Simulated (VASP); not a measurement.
## CoBrO: relaxation of cell and atoms with PBE

Crystal: CoBrO.

```
Co Br O
1.0
     3.94195    0.00000    0.00000
    -1.97098    3.41383    0.00000
     0.00000    0.00000    4.70459
Co Br O
1 1 1
Cartesian
  1.9710 1.1379 2.3523
  0.0000 0.0000 0.0000
  0.0000 2.2759 2.3523
```

The cell was built from a structure type or drawn by symmetry, and may not be a known phase.

| Property | Result |
| --- | --- |
| Program | VASP 6.6.1 |
| Task | relaxation of cell and atoms |
| Functional | PBE |
| Potentials or basis | VASP PAW PBE potentials, release 64 (Co, Br, O) |
| Cutoff | 600 eV |
| k mesh | 6 × 6 × 4 |
| Occupations | gaussian, width 0.1 eV |
| Spin | collinear spin, ferromagnetic start |
| Starting moments | [3.0, 0.0, 0.0] μB |
| Dipole correction | no |
| Further INCAR settings | ALGO = Normal; EDIFF = 1e-06; IBRION = 2; EDIFFG = -0.04; NSW = 90; ISIF = 3 |

```
Relaxed volume                                        : 17.21 Å³/atom
Relaxed cell                                          : a = 3.226 Å, b = 3.226 Å, c = 5.727 Å, α = 90.00°, β = 90.00°, γ = 120.00°
Space group after relaxing (to 0.1 Å)                 : P-6m2 (No. 187)
Energy gained by relaxing                             : 620.7 meV/atom
Ionic steps                                           : 11
Pressure after relaxing                               : -0.2 GPa
Net moment                                            : 3.31 μB per cell
Site moments                                          : Co +2.55; Br +0.20; O +0.38 μB
Valence electrons inside the program's atomic spheres : Co 7.92; Br 4.75; O 4.99
```

Stress tensor (GPa, compression positive):
```
-0.32  0.00  0.00
 0.00 -0.32  0.00
 0.00  0.00  0.14
```

The path:
| step | energy change (eV) | largest force (eV/Å) | pressure (GPa) | volume (Å³) |
| --- | --- | --- | --- | --- |
| 1 | 0.0000 | 0.0000 | -14.75 | 63.31 |
| 2 | -1.4515 | 0.0000 | -3.12 | 47.00 |
| 3 | -1.4978 | 0.0000 | 1.53 | 44.84 |
| 4 | -1.4986 | 0.0000 | 2.25 | 44.51 |
| 5 | -1.5989 | 0.0000 | 2.56 | 45.03 |
| 6 | -1.7695 | 0.0000 | 5.79 | 46.09 |
| 7 | -1.8450 | 0.0000 | 0.63 | 49.64 |
| 8 | -1.8500 | 0.0000 | -1.18 | 51.19 |
| 9 | -1.8501 | 0.0000 | -0.79 | 50.89 |
| 10 | -1.8589 | 0.0000 | -0.53 | 51.30 |
| 11 | -1.8621 | 0.0000 | -0.17 | 51.63 |

Final structure:
```yaml
crystal:
  lattice:
    - [3.22634, 0.00000, 0.00000]
    - [-1.61317, 2.79409, 0.00000]
    - [0.00000, 0.00000, 5.72720]
  atoms:
    - { symbol: Co, position: [0.66667, 0.33333, 0.50000] }
    - { symbol: Br, position: [0.00000, 0.00000, 0.00000] }
    - { symbol: O, position: [0.33333, 0.66667, 0.50000] }
```

Levels at points of the mesh, in eV from the Fermi level:
Spin up:
| k point | band 9 | band 10 | band 11 | band 12 | band 13 | band 14 | band 15 | band 16 | band 17 |
| --- | --- | --- | --- | --- | --- | --- | --- | --- | --- |
| (0.00, 0.00, 0.00) | -1.73 | 0.52 | 0.52 | 0.74 | 0.74 | 2.27 | 8.97 | 9.26 | 12.53 |
| (0.50, 0.00, 0.00) | -2.35 | -1.78 | -1.75 | -1.06 | -0.42 | 5.80 | 7.18 | 7.43 | 8.93 |
| (0.00, 0.00, 0.50) | -2.36 | 0.52 | 0.52 | 0.75 | 0.75 | 4.16 | 6.23 | 9.48 | 12.73 |
| (0.50, 0.00, 0.50) | -2.63 | -1.71 | -1.33 | -1.14 | -0.43 | 5.64 | 6.65 | 9.06 | 9.18 |
Spin down:
```
           k point  band 6  band 7  band 8  band 9  band 10  band 11  band 12  band 13
(0.00, 0.00, 0.00)   -1.15   -0.63   -0.63   -0.12     1.00     1.00     2.73     2.73
(0.50, 0.00, 0.00)   -3.93   -1.48   -0.76   -0.45    -0.26     0.45     0.66     0.71
(0.00, 0.00, 0.50)   -3.26   -0.64   -0.64    0.42     1.01     1.01     2.73     2.73
(0.50, 0.00, 0.50)   -3.22   -1.67   -0.92   -0.19    -0.05     0.29     0.59     0.65
```

It took 13 min on 1 thread of Intel(R) Xeon(R) Platinum 8175M CPU @ 2.50GHz (Skylake/Cascade Lake), with other jobs on the host, peak memory 0.26 GiB.

Caveat: the volume moved by over 15 % at a fixed basis, so the end points are rough; a cell with one magnetic atom can't hold antiferromagnetic order, which such compounds often take; semilocal functionals often make such compounds metallic where correlation or magnetic order opens a gap, which also shifts bond lengths. With open d or f shells a metallic result of PBE can be an artefact of self-interaction; +U or a hybrid may open a gap.
